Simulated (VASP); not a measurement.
A run of VASP 6.6.1:

Contents of INCAR:

```
SYSTEM = Zr
ALGO = Normal ; EDIFF = 1E-6
ENCUT = 520 ; ISIF = 2
ISMEAR = -1 ; LASPH = .True.
LCHARG = .False. ; LREAL = .False.
LWAVE = .False. ; NBANDS = 19
NELM = 60 ; PREC = Accurate
SIGMA = 0.08
```

Contents of KPOINTS:

```
k-points
0
Gamma
  16 16 9
  0 0 0
```

POSCAR

```
Zr
1.0
    2.7160840468      0.0000000000      0.0000000000
   -1.3580420234      2.3521977833      0.0000000000
    0.0000000000      0.0000000000      4.8688363763
Zr
2
Direct
    0.3333333333      0.6666666667      0.2500000000
    0.6666666667      0.3333333333      0.7500000000
```

Potentials or basis: VASP PAW LDA potentials, release 64 (Zr_sv).

Launch:

```bash
$ cat potpaw_LDA.64/Zr_sv/POTCAR > POTCAR
$ mpirun -np 1 vasp_std > vasp.out
```

Hardware: 1 thread of Intel(R) Xeon(R) 6975P-C (Granite Rapids) (shared host).

Estimate the wall time of this run.

It took 25 s on 1 thread of Intel(R) Xeon(R) 6975P-C (Granite Rapids), on a shared host, peak memory 0.18 GiB. Counts: scf iterations 11, k points 150.
